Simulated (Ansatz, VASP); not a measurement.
**SiO2: VASP beside Ansatz**

File INCAR:

```
PREC     = Accurate       # precision mode
ENCUT    = 520            # plane-wave cutoff, eV
EDIFF    = 1E-6           # SCF threshold, eV
ISMEAR   = 0              # smearing method
SIGMA    = 0.01           # smearing width, eV
LREAL    = False          # projectors in reciprocal space
LASPH    = True           # aspherical terms in the spheres
NELM     = 60             # most SCF steps
ALGO     = Normal         # electronic algorithm
ISIF     = 2              # what is computed and relaxed
LWAVE    = False          # write WAVECAR
LCHARG   = True           # write CHGCAR
GGA      = PE             # functional
LELF     = True           # ELF
LVHAR    = True         
NBANDS   = 25             # bands
```

Contents of KPOINTS:

```
regular mesh
0
Gamma
  8 8 8
```

File POSCAR:

```
SiO2
1.0
   -1.7808734424      1.7808734424      4.3021750540
    1.7808734424     -1.7808734424      4.3021750540
    1.7808734424      1.7808734424     -4.3021750540
Si O
2 4
Direct
    0.7500000000      0.2500000000      0.5000000000
    0.0000000000      0.0000000000      0.0000000000
    0.5421687974      0.0421687974      0.5000000000
    0.7921687974      0.7921687974      0.0000000000
    0.2078312026      0.2078312026      0.0000000000
    0.9578312026      0.4578312026      0.5000000000
```

Input for Ansatz:

```yaml
crystal:
  lattice:
    - [-1.7808734424, 1.7808734424, 4.302175054]
    - [1.7808734424, -1.7808734424, 4.302175054]
    - [1.7808734424, 1.7808734424, -4.302175054]
  atoms:
    - { symbol: Si, position: [0.75, 0.25, 0.5] }
    - { symbol: Si, position: [0.0, 0.0, 0.0] }
    - { symbol: O, position: [0.5421687974, 0.0421687974, 0.5] }
    - { symbol: O, position: [0.7921687974, 0.7921687974, 0.0] }
    - { symbol: O, position: [0.2078312026, 0.2078312026, 0.0] }
    - { symbol: O, position: [0.9578312026, 0.4578312026, 0.5] }
kpoints:
  mp_grid: { grid: [8, 8, 8] }
hamiltonian:
  xc: pbe
scf:
  occupations: { method: fixed }
  n_extra_bands: 5
output:
  forces: true
  stress: true
  eigenvalues: true
```

Alike in both runs: task single point; functional PBE; k mesh 8 × 8 × 8; no spin polarisation.

|  | VASP | Ansatz |
| --- | --- | --- |
| version | VASP 6.6.1 | Ansatz 0.2.0 |
| potentials or method | VASP PAW PBE potentials, release 64 (Si, O) | plane waves, PAW |
| plane-wave cutoff (eV) | 520 | 420 |
| occupations | gaussian, width 0.01 eV | fixed |
| valence electrons in the cell | 32 | 32 |

VASP gave:

```
gap on the k mesh at the Fermi level (eV)                     : 5.31
pressure (GPa)                                                : -7.3
traceless stress, the component that is largest in VASP (GPa) : -0.77
rms of the force components (eV/Å)                            : 0.123
```

**Question.** What did Ansatz give for the same quantities?

**Answer.** gap on the k mesh at the Fermi level (eV): 5.33; pressure (GPa): -7.4; traceless stress, the component that is largest in VASP (GPa): -1.14; rms of the force components (eV/Å): 0.125.

Atom by atom the forces differ by 0.003 eV/Å (rms over components).
